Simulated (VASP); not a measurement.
The system is SiC.

```
Si C
1.0
     3.07536    0.00000    0.00000
    -1.53768    2.66334    0.00000
     0.00000    0.00000    5.04811
Si C
2 2
Direct
  0.33333 0.66667 0.99959
  0.66667 0.33333 0.49959
  0.33333 0.66667 0.37541
  0.66667 0.33333 0.87541
```

Base run:

| Quantity | Value |
| --- | --- |
| Program | VASP 6.6.1 |
| Functional | r2SCAN |
| Potentials or basis | VASP PAW PBE potentials, release 64 (Si, C) |
| Cutoff | 520 eV |
| k mesh | 9 × 9 × 4 |
| Occupations | gaussian, width 0.01 eV |
| Spin | no spin polarisation |

Its results: band gap on the k mesh 2.66 eV, indirect (least direct gap 4.52 eV); pressure -0.2 GPa.

Problem. The run is repeated on the same cell with these changes: functional from r2SCAN to PBE. What comes out?

Solution. Band gap on the k mesh 2.27 eV, indirect (least direct gap 4.01 eV); pressure 3.5 GPa.

r2SCAN gives the wider gap, since meta-GGAs in the generalised Kohn-Sham scheme recover part of the derivative discontinuity.

Caveats: the PAW data sets were made with another functional, which shifts forces and pressure a little (some runs).

A k mesh can miss the band edges.
